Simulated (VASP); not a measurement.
# CsCdCl3 (P4/mmm) in VASP: single point with LDA

Aim: the single point of CsCdCl3 with LDA.

Everything below comes from runs of VASP 6.6.1. Logs are shortened: lines on timing, memory, paths and dates and some standing lists are left out, and cuts for length are marked.

### Step 1. The cell of the first run

Symmetry: P4/mmm, No. 123, tetragonal system. Conventional cell: a = 5.356 Å, b = 5.356 Å, c = 5.044 Å, α = 90.00°, β = 90.00°, γ = 90.00°. Within 4.8 Å of Cs (site symmetry 4/mmm) lie 12 Cl at 3.68 to 3.79 Å and 8 Cd at 4.55 Å. Within 3.3 Å of Cd (site symmetry 4/mmm) lie 6 Cl at 2.52 to 2.68 Å. Cl (site symmetry mmm) has 2 Cd at 2.68 Å within 3.5 Å. Within 3.3 Å of Cl (site symmetry 4/mmm) lie 2 Cd at 2.52 Å.

### Step 2. Single point, LDA (strain +0.030 along x and y, -0.030 along z)

INCAR

```
SYSTEM = CsCdCl3
PREC = Accurate ; ENCUT = 520
EDIFF = 1E-6 ; ISMEAR = 0
SIGMA = 0.05 ; LREAL = .FALSE.
LASPH = .TRUE. ; NELM = 100
ALGO = Normal ; ISIF = 2
LWAVE = .FALSE. ; LCHARG = .FALSE.
NBANDS = 29
```

KPOINTS

```
regular mesh
0
G
  6 6 6
  0 0 0
```

POSCAR

```
CsCdCl3
1.0
    5.3560000000      0.0000000000      0.0000000000
    0.0000000000      5.3560000000      0.0000000000
    0.0000000000      0.0000000000      5.0440000000
Cs Cd Cl
1 1 3
Direct
    0.0000000000      0.0000000000      0.0000000000
    0.5000000000      0.5000000000      0.5000000000
    0.0000000000      0.5000000000      0.5000000000
    0.5000000000      0.0000000000      0.5000000000
    0.5000000000      0.5000000000      0.0000000000
```

Potentials or basis: VASP PAW LDA potentials, release 64 (Cs_sv, Cd, Cl).

Started as:

```sh
cat potpaw_LDA.64/Cs_sv/POTCAR potpaw_LDA.64/Cd/POTCAR potpaw_LDA.64/Cl/POTCAR > POTCAR
mpirun -np 1 vasp_std > vasp.out
```

OUTCAR:

```text
SYSTEM = CsCdCl3
   PREC = Accurate
   ENCUT = 520
   EDIFF = 1E-6
   ISMEAR = 0
   LREAL = .FALSE.
   LASPH = .TRUE.
   NELM = 100
   ISIF = 2

 ion  position               nearest neighbor table
   1  0.000  0.000  0.000-
   2  0.500  0.500  0.500-   5 2.52   5 2.52   3 2.68   4 2.68   4 2.68   3 2.68
   3  0.000  0.500  0.500-   2 2.68   2 2.68
   4  0.500  0.000  0.500-   2 2.68   2 2.68
   5  0.500  0.500  0.000-   2 2.52   2 2.52

  LATTYP: Found a simple tetragonal cell.
 ALAT       =     5.3560000000
 C/A-ratio  =     0.9417475728

  Lattice vectors:

 A1 = (   5.3560000000,   0.0000000000,   0.0000000000)
 A2 = (   0.0000000000,   5.3560000000,   0.0000000000)
 A3 = (   0.0000000000,   0.0000000000,   5.0440000000)

Analysis of symmetry for initial positions (statically):
=====================================================================
 Subroutine PRICEL returns:
 Original cell was already a primitive cell.

 Routine SETGRP: Setting up the symmetry group for a
 simple tetragonal supercell.

 Subroutine GETGRP returns: Found 16 space group operations
 (whereof 16 operations were pure point group operations)
 out of a pool of 16 trial point group operations.

The static configuration has the point symmetry D_4h.

Analysis of symmetry for dynamics (positions and initial velocities):
=====================================================================
 Subroutine PRICEL returns:
 Original cell was already a primitive cell.

 Routine SETGRP: Setting up the symmetry group for a
 simple tetragonal supercell.

 Subroutine GETGRP returns: Found 16 space group operations
 (whereof 16 operations were pure point group operations)
 out of a pool of 16 trial point group operations.

The dynamic configuration has the point symmetry D_4h.

 Subroutine INISYM returns: Found 16 space group operations
 (whereof 16 operations are pure point group operations),
 and found     1 'primitive' translations

----------------------------------------------------------------------------------------

                                     Primitive cell

  volume of cell :     144.6959

  direct lattice vectors                    reciprocal lattice vectors
[... 84 lines left out ...]
   PREC   = accura    normal or accurate (medium, high low for compatibility)
   ISTART =      0    job   : 0-new  1-cont  2-samecut
   ICHARG =      2    charge: 1-file 2-atom 10-const
   ISPIN  =      1    spin polarized calculation?
   LNONCOLLINEAR =      F non collinear calculations
   LSORBIT =      F    spin-orbit coupling
   LASPH  =      T    aspherical Exc in radial PAW
   ENCUT  =  520.0 eV  38.22 Ry    6.18 a.u.   9.96  9.96  9.38*2*pi/ulx,y,z
   NELM   =    100;   NELMIN=  2; NELMDL= -5     # of ELM steps
   EDIFF  = 0.1E-05   stopping-criterion for ELM
   LREAL  =      F    real-space projection
   EDIFFG = 0.1E-04   stopping-criterion for IOM
   NSW    =      0    number of steps for IOM
   IBRION =     -1    ionic relax: 0-MD 1-quasi-New 2-CG
   NFREE  =      0    steps in history (QN), initial steepest desc. (CG)
   ISIF   =      2    stress and relaxation
   ISYM   =      2    0-nonsym 1-usesym 2-fastsym
   POTIM  = 0.5000    time-step for ionic-motion
   TEBEG  =    0.0;   TEEND  =   0.0 temperature during run
   PSTRESS=    0.0 pullay stress
   NELECT =      42.0000    total number of electrons
   NUPDOWN=      -1.0000    fix difference up-down
   EMIN   =  10.00;   EMAX   =-10.00  energy-range for DOS
   EFERMI =   0.00;   METHOD = LEGACY
   ISMEAR =     0;   SIGMA  =   0.05  broadening in eV -4-tet -1-fermi 0-gaus
   EFERMI_NEDOS =   21; number of points for ismear=-14 and -15
   IALGO  =     38    algorithm
   IMIX   =      4    mixing-type and parameters
     AMIX     =   0.40;   BMIX     =  1.00
     AMIX_MAG =   1.60;   BMIX_MAG =  1.00
  volume/ion in A,a.u.               =      28.94       195.29
  Fermi-wavevector in a.u.,A,eV,Ry     =   1.083942  2.048352 15.985883  1.174929
  Thomas-Fermi vector in A             =   2.220020
   LORBIT       =      0    0 simple, 1 ext, 2 COOP (PROOUT), +10 PAW based schemes
   GGA     = CA    functional components
   LHFCALC =     F    Hartree Fock is set to
   AEXX    =    0.0000 exact exchange contribution
   IVDW    =     0    specifies the selected vdW correction
   LEPSILON=     F    determine dielectric tensor
   LRPA    =     F    only Hartree local field effects (RPA)
 non-spin polarized calculation
 Gauss-broadening in eV      SIGMA  =   0.05
  energy-cutoff  :      520.00
  volume of cell :      144.70
 maximum number of plane-waves:      3928
 NGX is ok and might be reduce to    40
   NGX = 19   NGY = 19   NGZ = 19

 number of electron      41.9999991 magnetization

 Free energy of the ion-electron system (eV)
  ---------------------------------------------------
  ext. energy  EPLUGINS =         0.00000000
  ---------------------------------------------------
  free energy    TOTEN  =       -16.71206928 eV

  energy without entropy =      -16.71206928  energy(sigma->0) =      -16.71206928

 E-fermi :   0.0002     XC(G=0):  -9.0105

 val. band max:       -0.2520795791   @ k =   0.5000   0.5000   0.5000
 cond. band min:       1.1554697086   @ k =   0.0000   0.0000   0.0000
 fundamental gap:      1.4075492877
 Fermi energy:         0.0002096025

 k-point     1 :       0.0000    0.0000    0.0000
  band No.  band energies     occupation
      1     -19.2540      2.00000
      2     -13.8787      2.00000
      3     -13.2583      2.00000
      4     -13.1065      2.00000
      5      -6.9007      2.00000
      6      -6.9007      2.00000
[... 757 lines left out ...]
     28       8.1528      0.00000
     29       8.1574      0.00000

 [... further k-points ...]
[... 5 lines left out ...]
  --------------------------------------------------------------------------------------
  -------------------------------------------------------------------------------------
  Total       -2.8750477     -2.8750477     -0.7234288      0.0000000      0.0000000      0.0000000
  in kB      -31.8346023    -31.8346023     -8.0103250      0.0000000      0.0000000      0.0000000
  external PRESSURE =     -23.8931765 kB  Pullay stress =       0.0000000 kB

 VOLUME and BASIS-vectors are now :
 -----------------------------------------------------------------------------
  energy-cutoff  :      520.00
  volume of cell :      144.70
      direct lattice vectors                 reciprocal lattice vectors
     5.356000000  0.000000000  0.000000000     0.186706497  0.000000000  0.000000000
     0.000000000  5.356000000  0.000000000     0.000000000  0.186706497  0.000000000
     0.000000000  0.000000000  5.044000000     0.000000000  0.000000000  0.198255353

 POSITION                                       TOTAL-FORCE (eV/Angst)
 -----------------------------------------------------------------------------------
      0.00000      0.00000      0.00000         0.000000      0.000000      0.000000
      2.67800      2.67800      2.52200         0.000000      0.000000      0.000000
      0.00000      2.67800      2.52200         0.000000      0.000000      0.000000
      2.67800      0.00000      2.52200         0.000000      0.000000      0.000000
      2.67800      2.67800      0.00000         0.000000      0.000000      0.000000
 -----------------------------------------------------------------------------------
    total drift:                                0.000000      0.000000     -0.000000

  FREE ENERGIE OF THE ION-ELECTRON SYSTEM (eV)
  ---------------------------------------------------
  free  energy   TOTEN  =       -16.7120692814 eV

  energy  without entropy=      -16.7120692814  energy(sigma->0) =      -16.71206928
```

OSZICAR:

```text
N       E                     dE             d eps       ncg     rms          rms(c)
DAV:   1     0.292411933016E+03    0.29241E+03   -0.19476E+04  2320   0.129E+03
DAV:   2     0.497595851214E+01   -0.28744E+03   -0.27821E+03  2885   0.274E+02
DAV:   3    -0.174839603065E+02   -0.22460E+02   -0.22377E+02  2769   0.793E+01
DAV:   4    -0.177748053025E+02   -0.29084E+00   -0.29063E+00  2975   0.100E+01
DAV:   5    -0.177787497775E+02   -0.39445E-02   -0.39442E-02  2940   0.116E+00    0.812E+00
DAV:   6    -0.168512268649E+02    0.92752E+00   -0.17112E+00  2987   0.136E+01    0.685E+00
DAV:   7    -0.167269506619E+02    0.12428E+00   -0.52939E-01  2764   0.552E+00    0.368E+00
DAV:   8    -0.167152981701E+02    0.11652E-01   -0.17018E-01  2906   0.333E+00    0.883E-01
DAV:   9    -0.167120956934E+02    0.32025E-02   -0.20417E-02  2797   0.144E+00    0.192E-01
DAV:  10    -0.167120793255E+02    0.16368E-04   -0.18428E-03  2937   0.250E-01    0.536E-02
DAV:  11    -0.167120690846E+02    0.10241E-04   -0.17199E-04  2778   0.116E-01    0.310E-02
DAV:  12    -0.167120693580E+02   -0.27342E-06   -0.12387E-05  2982   0.227E-02    0.255E-03
DAV:  13    -0.167120692814E+02    0.76609E-07   -0.64489E-07  1850   0.565E-03
   1 F= -.16712069E+02 E0= -.16712069E+02  d E =-.114521E-14
```

Wall time 69 s (1 thread of AMD EPYC 9R45 (Zen 5), shared host); peak memory 0.27 GiB.

What came out:

| Quantity | Value |
| --- | --- |
| Free energy | -16.7121 eV |
| Pressure | -2.4 GPa |
| Band gap on the k mesh | 1.41 eV (least direct gap 2.00 eV) |

Stress tensor (GPa, compression positive):
```
-3.18  0.00  0.00
 0.00 -3.18  0.00
 0.00  0.00 -0.80
```

Caveat: the cell differs from its parent crystal (strain +0.030 along x and y, -0.030 along z); spin-orbit coupling is left out, which moves the levels of the heavy elements. A k mesh can miss the band edges.
